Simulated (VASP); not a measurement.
# AlSi40H16Cl3 in VASP: further runs, part 2 of 2

VASP 6.6.1.

## Step 3: Single point, PBE

INCAR

```
PREC = Accurate
ENCUT = 520
EDIFF = 1E-7
ISMEAR = -1
SIGMA = 0.02
LREAL = Auto
LASPH = T
NELM = 80
ALGO = Normal
ISIF = 2
LWAVE = F
LCHARG = F
GGA = PE
NBANDS = 136
```

KPOINTS

```
Automatic mesh
0
Gamma
  1 1 1
```

POSCAR

```
AlSi40H16Cl3
1.0
    7.6791800000      0.0000000000      0.0000000000
    0.0000000000     15.3583590000      0.0000000000
    0.0000000000      0.0000000000     19.2555000000
H Si Al Cl
16 40 1 3
Direct
    0.4093926695      0.0000000000      0.0519332139
    0.0906086327      0.0000000000      0.0519332139
    0.9093939718      0.0000000000      0.0519332139
    0.5906099349      0.0000000000      0.0519332139
    0.4093926695      0.2500006674      0.0519332139
    0.0906086327      0.2500006674      0.0519332139
    0.9093939718      0.2500006674      0.0519332139
    0.5906099349      0.2500006674      0.0519332139
    0.4093926695      0.5000013348      0.0519332139
    0.0906086327      0.5000013348      0.0519332139
    0.9093939718      0.5000013348      0.0519332139
    0.5906099349      0.5000013348      0.0519332139
    0.4093926695      0.7500020022      0.0519332139
    0.0906086327      0.7500020022      0.0519332139
    0.9093939718      0.7500020022      0.0519332139
    0.5906099349      0.7500020022      0.0519332139
    0.2500006511      0.0000000000      0.0968814105
    0.7500019533      0.0000000000      0.0968814105
    0.2500006511      0.2500006674      0.0968814105
    0.7500019533      0.2500006674      0.0968814105
    0.2500006511      0.5000013348      0.0968814105
    0.7500019533      0.5000013348      0.0968814105
    0.2500006511      0.7500020022      0.0968814105
    0.7500019533      0.7500020022      0.0968814105
    0.2472659841      0.1247789559      0.1590818208
    0.7564479541      0.1257621338      0.1588273480
    0.2473571397      0.3763488013      0.1728856690
    0.7517990202      0.3750465789      0.1731816883
    0.2501048289      0.6269550022      0.1633870842
    0.7496503533      0.6270787133      0.1635792371
    0.2491672288      0.8742340246      0.1717379450
    0.7529710203      0.8763501361      0.1730310820
    0.0062767118      0.1277350009      0.2293941991
    0.5042465472      0.1316416682      0.2114876269
    0.0006771556      0.3738485342      0.2411311054
    0.4995325022      0.3826515580      0.2365090494
    0.0002734667      0.6308291140      0.2276128898
    0.4996106355      0.6305361139      0.2278050427
    0.0038936449      0.8648515118      0.2371789878
    0.5019416136      0.8648905785      0.2373607541
    0.0590948513     -0.0107758908      0.2872581860
    0.4845309004      0.0084839793      0.2721196541
    0.0099489789      0.2645074256      0.3137181584
    0.4856247672      0.2525204678      0.2792500844
   -0.0002344000      0.5094229143      0.3016229129
    0.4994283244      0.5092601365      0.3014930799
   -0.0007552890      0.7524697137      0.3070187739
    0.5004310356      0.7522548470      0.3071434136
    0.2650282973      0.0496472312      0.3512087456
    0.7814636459      0.0283493829      0.3079276051
    0.2429165614      0.1844077222      0.3175923762
    0.7687799999      0.1999171917      0.2921451014
    0.2502350511      0.5385406084      0.3681441666
    0.7492206199      0.5384689862      0.3692347641
    0.2502480734      0.6802810118      0.3290748098
    0.7494680422      0.6804828563      0.3280828854
    0.5339762839      0.1208332218      0.3596894394
    0.9764454017      0.0840324152      0.4097011244
    0.5415291737      0.2626647808      0.4077120823
    0.4885026787     -0.0411372074      0.4097686375
```

Potentials or basis: VASP PAW PBE potentials, release 64 (H, Si, Al, Cl).

Run with:

```bash
$ cat potpaw_PBE.64/H/POTCAR potpaw_PBE.64/Si/POTCAR potpaw_PBE.64/Al/POTCAR potpaw_PBE.64/Cl/POTCAR > POTCAR
$ mpirun -np 1 vasp_gam > vasp.out
```

OUTCAR:

```text
PREC = Accurate
   ENCUT = 520
   EDIFF = 1E-7
   ISMEAR = -1
   LREAL = Auto
   LASPH = T
   NELM = 80
   ISIF = 2
   GGA = PE

 ion  position               nearest neighbor table
   1  0.409  0.000  0.052-  17 1.50
   2  0.091  0.000  0.052-  17 1.50
   3  0.909  0.000  0.052-  18 1.50
   4  0.591  0.000  0.052-  18 1.50
   5  0.409  0.250  0.052-  19 1.50
   6  0.091  0.250  0.052-  19 1.50
[... 8 lines left out ...]
  15  0.909  0.750  0.052-  24 1.50
  16  0.591  0.750  0.052-  24 1.50
  17  0.250  0.000  0.097-   1 1.50   2 1.50  25 2.26  31 2.41
[... 24 lines left out ...]
  42  0.485  0.008  0.272-  34 2.23  40 2.31  49 2.36  50 2.40  57 2.44  60 2.76
  43  0.010  0.265  0.314-  52 2.14  51 2.17  35 2.19  33 2.66
  44  0.486  0.253  0.279-  36 2.16  51 2.26  34 2.27  52 2.33  59 2.52  57 2.57
  45  1.000  0.509  0.302-  37 2.35  53 2.35  54 2.37  35 2.39
  46  0.499  0.509  0.301-  36 2.31  38 2.34  53 2.35  54 2.36
  47  0.999  0.752  0.307-  39 2.19  56 2.25  55 2.26  37 2.41
  48  0.500  0.752  0.307-  40 2.19  56 2.24  55 2.26  38 2.41
  49  0.265  0.050  0.351-  51 2.18  41 2.21  57 2.34  42 2.36  60 2.48  58 2.54
  50  0.781  0.028  0.308-  41 2.25  42 2.40  57 2.57  58 2.61  52 2.65  33 2.76
[... 298 lines left out ...]
      1     -16.8642      2.00000
      2     -16.3128      2.00000
      3     -16.1281      2.00000
      4     -13.4039      2.00000
      5     -12.5275      2.00000
      6     -12.0316      2.00000
[... 104 lines left out ...]
    111       1.1542      0.00000
    112       1.2642      0.00000
 [bands above 112 left out]

------------------------ aborting loop because EDIFF is reached ----------------------------------------

  FORCE on cell =-STRESS in cart. coord.  units (eV):
  Direction    XX          YY          ZZ          XY          YZ          ZX
  --------------------------------------------------------------------------------------
  -------------------------------------------------------------------------------------
  Total      119.3514144     30.7781628     21.2408029      2.8559617    -10.5283526     -5.6989564
  in kB       84.2022487     21.7139489     14.9853554      2.0148768     -7.4277374     -4.0206054
  external PRESSURE =      40.3005177 kB  Pullay stress =       0.0000000 kB

 VOLUME and BASIS-vectors are now :
 -----------------------------------------------------------------------------
  energy-cutoff  :      520.00
  volume of cell :     2270.99
      direct lattice vectors                 reciprocal lattice vectors
     7.679180000  0.000000000  0.000000000     0.130222237  0.000000000  0.000000000
     0.000000000 15.358359000  0.000000000     0.000000000  0.065111123  0.000000000
     0.000000000  0.000000000 19.255500000     0.000000000  0.000000000  0.051933214

 POSITION                                       TOTAL-FORCE (eV/Angst)
 -----------------------------------------------------------------------------------
      3.14380      0.00000      1.00000        -0.870326     -0.102036      0.136437
      0.69580      0.00000      1.00000         0.877994     -0.198748      0.063149
      6.98340      0.00000      1.00000        -0.872600     -0.125311      0.110509
      4.53540      0.00000      1.00000         0.838434     -0.006298      0.184979
      3.14380      3.83960      1.00000        -0.968688      0.083326      0.090595
      0.69580      3.83960      1.00000         0.763436      0.136468      0.047595
[... 52 lines left out ...]
      4.15850      4.03410      7.85070         0.257255      0.069771      1.293035
      3.75130     14.72656      7.89030        -0.149524     -0.545991      1.698887
 -----------------------------------------------------------------------------------
    total drift:                               -0.001458      0.004783     -0.005508

  FREE ENERGIE OF THE ION-ELECTRON SYSTEM (eV)
  ---------------------------------------------------
  free  energy   TOTEN  =      -256.5131520878 eV

  energy  without entropy=     -256.5127170947  energy(sigma->0) =     -256.51293459
```

stdout:

```text
POSCAR found type information on POSCAR H SiAlCl
 POSCAR found :  4 types and      60 ions
 scaLAPACK will be used
 LDA part: xc-table for (Slater+PW92), standard interpolation
 POSCAR, INCAR and KPOINTS ok, starting setup
 FFT: planning ... GRIDC
 FFT: planning ... GRID_SOFT
 FFT: planning ... GRID
 WAVECAR not read
 entering main loop
```

Run time: 17 min. Hardware: 1 thread of Intel Xeon Platinum 8375C at 2.90GHz (Ice Lake), shared host; peak memory 1.9 GiB.

Results:

| Item | Value |
| --- | --- |
| Free energy | -256.5132 eV |
| Largest force | 2.056 eV/Å |

Forces on the atoms (eV/Å):
```
H   -0.870 -0.102  0.136
H    0.878 -0.199  0.063
H   -0.873 -0.125  0.111
H    0.838 -0.006  0.185
H   -0.969  0.083  0.091
H    0.763  0.136  0.048
H   -0.802  0.234 -0.003
H    0.912  0.022  0.123
H   -0.926 -0.058  0.139
H    0.907 -0.018  0.098
H   -0.892 -0.041  0.129
H    0.918 -0.095  0.155
H   -0.962  0.022  0.017
H    0.933  0.063  0.059
H   -0.926  0.089  0.086
H    0.914  0.156  0.113
Si  -0.263 -0.673 -0.160
Si   0.247 -0.899 -0.088
Si   0.012  0.805 -0.161
Si   0.235  1.085 -0.424
Si  -0.095 -0.195  0.129
Si   0.078 -0.224  0.230
Si   0.132  0.571 -0.482
Si   0.068  0.643 -0.254
Si  -0.016  0.159 -0.160
Si   1.077  0.346  0.270
Si  -0.128 -0.110 -1.304
Si   0.131 -0.233 -1.130
Si   0.022 -0.059  0.129
Si  -0.004 -0.103  0.202
Si   0.510 -0.700 -1.508
Si  -0.058 -0.286 -1.216
Si   0.742 -0.287  0.358
Si  -0.304  0.238 -0.776
Si   0.124  1.913 -0.744
Si  -0.013  1.759 -0.405
Si   0.004  0.058  0.643
Si  -0.020  0.173  0.566
Si  -0.018 -0.042 -1.415
Si  -0.294  1.125 -0.940
Si  -1.059  0.995 -0.380
Si   0.404 -0.661  0.171
Si   0.007  0.082  1.212
Si   0.185 -1.079  0.067
Si  -0.062 -0.069  0.401
Si   0.063  0.411  0.665
Si   0.102 -1.517  0.656
Si  -0.109 -1.274  0.583
Si  -0.091 -1.416  0.845
Si  -0.794  1.626  0.556
Si   0.063  0.449 -1.230
Si  -0.931 -1.415 -0.454
Si  -0.067  0.207 -0.527
Si   0.072  0.277 -0.660
Si  -0.035 -0.650 -0.088
Si   0.034 -0.812  0.016
Al   0.936  0.235  1.189
Cl  -0.841 -0.137  1.076
Cl   0.257  0.070  1.293
Cl  -0.150 -0.546  1.699
```

Caveat: the k points lie up to 0.82 Å⁻¹ apart, too coarse for converged energies, forces and pressures; there is no dipole correction, which matters where the two faces differ.

## Step 4: Single point, PBE

INCAR

```
SYSTEM = AlSi40H16Cl3
ALGO     = Normal         ! electronic algorithm
EDIFF    = 1E-6           ! SCF threshold, eV
ENCUT    = 520            ! plane-wave cutoff, eV
GGA      = PE             ! functional
ISIF     = 2              ! what is computed and relaxed
ISMEAR   = -1             ! smearing method
LASPH    = .True.         ! aspherical terms in the spheres
LCHARG   = .False.        ! write CHGCAR
LREAL    = Auto         
LWAVE    = .False.        ! write WAVECAR
NBANDS   = 136            ! bands
NELM     = 80             ! most SCF steps
PREC     = Accurate       ! precision mode
SIGMA    = 0.02           ! smearing width, eV
```

KPOINTS

```
k-points
0
Gamma
  1 1 1
  0 0 0
```

POSCAR

```
AlSi40H16Cl3
1.0
    7.6791800000      0.0000000000      0.0000000000
    0.0000000000     15.3583590000      0.0000000000
    0.0000000000      0.0000000000     19.2555000000
H Si Al Cl
16 40 1 3
Direct
    0.4093926695      0.0000000000      0.0519332139
    0.0906086327      0.0000000000      0.0519332139
    0.9093939718      0.0000000000      0.0519332139
    0.5906099349      0.0000000000      0.0519332139
    0.4093926695      0.2500006674      0.0519332139
    0.0906086327      0.2500006674      0.0519332139
    0.9093939718      0.2500006674      0.0519332139
    0.5906099349      0.2500006674      0.0519332139
    0.4093926695      0.5000013348      0.0519332139
    0.0906086327      0.5000013348      0.0519332139
    0.9093939718      0.5000013348      0.0519332139
    0.5906099349      0.5000013348      0.0519332139
    0.4093926695      0.7500020022      0.0519332139
    0.0906086327      0.7500020022      0.0519332139
    0.9093939718      0.7500020022      0.0519332139
    0.5906099349      0.7500020022      0.0519332139
    0.2500006511      0.0000000000      0.0968814105
    0.7500019533      0.0000000000      0.0968814105
    0.2500006511      0.2500006674      0.0968814105
    0.7500019533      0.2500006674      0.0968814105
    0.2500006511      0.5000013348      0.0968814105
    0.7500019533      0.5000013348      0.0968814105
    0.2500006511      0.7500020022      0.0968814105
    0.7500019533      0.7500020022      0.0968814105
    0.2334884714      0.1253584449      0.1430967775
    0.8378628968      0.1178250880      0.1404533770
    0.2447526949      0.3784844462      0.1511983589
    0.7567083986      0.3790639352      0.1563553270
    0.2498574067      0.6240770905      0.1681909065
    0.7497024422      0.6246110017      0.1695307834
    0.2649631862      0.8766561584      0.1442600815
    0.7519552869      0.8737066245      0.1508088598
    0.0361366708      0.1000302181      0.2288852536
    0.5226339271      0.1296688012      0.1620212407
    0.0073054675      0.3956672715      0.2231777934
    0.4968759685      0.4137486303      0.2104749292
    0.0013543113      0.6318253141      0.2303705435
    0.4980740131      0.6359924260      0.2287138740
    0.0078524009      0.8300496166      0.2065020384
    0.4997538800      0.8485411755      0.2159123367
    0.1324229931     -0.0326662503      0.2316792605
    0.4925916569      0.0007292446      0.2287138740
   -0.0040629338      0.2919126972      0.3252005920
    0.4920447235      0.2712789823      0.2330139441
   -0.0019924002      0.5074565583      0.3002103295
    0.5006393912      0.5148792264      0.3055854172
    0.0007813334      0.7451902902      0.3130326400
    0.4999882800      0.7508549579      0.3126639142
    0.2852127441      0.0075138236      0.3447742204
    0.7649644884      0.0525316539      0.2554075459
    0.2384499387      0.2071575485      0.2662356210
    0.7827528460      0.2139225942      0.2454675288
    0.2435416281      0.5286762733      0.3657863987
    0.7552108428      0.5286632511      0.3655630859
    0.2518498069      0.6599793637      0.3046973592
    0.7477621309      0.6603765415      0.3035444418
    0.5332209949      0.1441625372      0.3192490457
    1.0578473222      0.0703721016      0.3895873906
    0.6391828294      0.3126505898      0.3919295786
    0.5607239315     -0.0964360841      0.3946716523
```

Run with:

```bash
$ cat potpaw_PBE.64/H/POTCAR potpaw_PBE.64/Si/POTCAR potpaw_PBE.64/Al/POTCAR potpaw_PBE.64/Cl/POTCAR > POTCAR
$ mpirun -np 1 vasp_gam > vasp.out
```

It took 16 min on 1 thread of Intel Xeon Platinum 8375C at 2.90GHz (Ice Lake), shared host; peak memory 1.9 GiB.

It converged, with:

```
Free energy   : -250.4554 eV
Largest force : 3.052 eV/Å
```

Forces on the atoms (eV/Å):
```
H   -0.363  0.122 -0.174
H    0.321 -0.362 -0.329
H   -0.347 -0.359 -0.551
H    0.530  0.248 -0.187
H   -0.762  0.116 -0.221
H    0.318  0.332 -0.354
H   -0.322  0.359 -0.320
H    0.619 -0.331 -0.018
H   -0.825  0.218  0.050
H    0.704  0.344 -0.102
H   -0.685  0.300 -0.028
H    0.832  0.149  0.102
H   -0.517 -0.284 -0.239
H    0.721 -0.178 -0.022
H   -0.746 -0.235 -0.017
H    0.576 -0.385 -0.129
Si  -0.291  0.470 -2.982
Si  -0.827 -1.620 -2.123
Si   0.069  1.479 -2.167
Si   0.145  0.215 -0.671
Si  -0.260  1.798 -1.782
Si   0.188  1.354 -1.299
Si  -0.123 -1.808 -1.584
Si  -0.138 -1.431 -1.703
Si   0.033  0.443  2.007
Si   0.966  2.537  1.363
Si  -0.300 -0.627  1.865
Si   0.167 -0.681  1.386
Si   0.027  0.197 -0.554
Si  -0.038  0.229 -0.658
Si   0.243 -1.867  2.403
Si   0.301 -0.030  2.295
Si   0.324  1.809  0.829
Si   0.190 -0.190  1.276
Si  -0.210 -1.088  0.436
Si   0.044  0.775  0.877
Si  -0.114  0.110 -0.373
Si   0.065 -0.426 -0.347
Si  -0.645  0.984  1.038
Si   0.337  0.535  0.790
Si   0.506 -2.220  1.207
Si  -0.629 -0.287 -0.270
Si  -0.011 -0.932 -1.466
Si   0.837 -1.401 -0.161
Si   0.094 -0.121 -0.234
Si  -0.067 -0.749 -0.826
Si   0.089  0.460 -0.372
Si   0.053  0.447  0.076
Si   0.642  0.097 -0.214
Si  -0.663  0.125  0.667
Si  -0.499 -0.007  0.134
Si   0.363  0.401  0.991
Si   0.272  0.387  0.065
Si  -0.268  0.244  0.223
Si   0.226  0.577  0.874
Si  -0.138  0.581  0.710
Al  -0.564 -0.269  0.633
Cl   0.018 -0.135  0.721
Cl   0.107 -0.545 -0.350
Cl  -0.575  0.129 -0.192
```

Levels at points of the mesh, in eV from the Fermi level:
| k point | band 97 | band 98 | band 99 | band 100 | band 101 | band 102 | band 103 | band 104 |
| --- | --- | --- | --- | --- | --- | --- | --- | --- |
| (0.00, 0.00, 0.00) | -0.47 | -0.37 | -0.17 | -0.05 | 0.05 | 0.25 | 0.45 | 0.67 |

Caveat: the k points lie up to 0.82 Å⁻¹ apart, too coarse for converged energies, forces and pressures; there is no dipole correction, which matters where the two faces differ.

## Step 5: The runs side by side

```csv
cell,largest force (eV/Å)
"as given, atomic positions A",2.16
"as given, atomic positions B",2.06
"as given, atomic positions C",3.05
```

Alike in all rows: task single point; level PBE; potentials or basis VASP PAW PBE potentials, release 64 (H, Si, Al, Cl); no spin polarisation; k mesh 1 × 1 × 1; cutoff (eV) 520; smearing fermi-dirac 0.02 eV.

Caveats: all runs use coarse meshes; there is no dipole correction, which matters where the two faces differ.

Absolute energies hang on the potentials; compare differences alone.
